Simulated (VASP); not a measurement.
Here is a VASP 6.6.1 calculation.

Contents of POSCAR:

```
MnPt3
1.0
    3.7654086000      0.0000000000      0.0000000000
    0.0000000000      3.7654086000      0.0000000000
    0.0000000000      0.0000000000      3.7654086000
Mn Pt
1 3
Direct
    0.0000000000      0.0000000000      0.0000000000
    0.0000000000      0.5000000000      0.5000000000
    0.5000000000      0.0000000000      0.5000000000
    0.5000000000      0.5000000000      0.0000000000
```

Contents of INCAR.step1:

```
  ALGO = Normal
  EDIFF = 1E-4
  ENCUT = 520
  GGA = PE
  ISMEAR = -1
  ISPIN = 2
  LASPH = T
  LCHARG = F
  LMAXMIX = 4
  LREAL = F
  LWAVE = T
  MAGMOM = 2.8 0 0 0
  NBANDS = 34
  NELM = 150
  PREC = Accurate
  SIGMA = 0.15
```

File INCAR.step2:

```
  ALGO = Normal
  EDIFF = 1E-6
  ENCUT = 520
  ISIF = 2
  ISMEAR = -1
  ISPIN = 2
  ISTART = 1
  LASPH = T
  LCHARG = F
  LMAXMIX = 4
  LMIXTAU = T
  LORBIT = 11
  LREAL = F
  LWAVE = F
  MAGMOM = 2.8 0 0 0
  METAGGA = R2SCAN
  NBANDS = 34
  NELM = 150
  PREC = Accurate
  SIGMA = 0.15
```

The input KPOINTS:

```
k-points
0
Gamma
  6 6 6
```

Potentials or basis: VASP PAW PBE potentials, release 64 (Mn_pv, Pt).

The run is started by

```bash
$ cat potpaw_PBE.64/Mn_pv/POTCAR potpaw_PBE.64/Pt/POTCAR > POTCAR
$ cp INCAR.step1 INCAR
$ mpirun -np 1 vasp_std > vasp.out
$ cp INCAR.step2 INCAR
$ mpirun -np 1 vasp_std > vasp.out
```

(1) Predict the net moment.

(2) Predict the pressure.

(3) What does it give for the site moments?

Results:

(1) 4.36 μB per cell.

(2) 36.4 GPa.

(3) Mn +3.87; Pt +0.13 μB.

Caveat: the cell stands under pressure; the PAW data sets were made with another functional, which shifts forces and pressure a little.
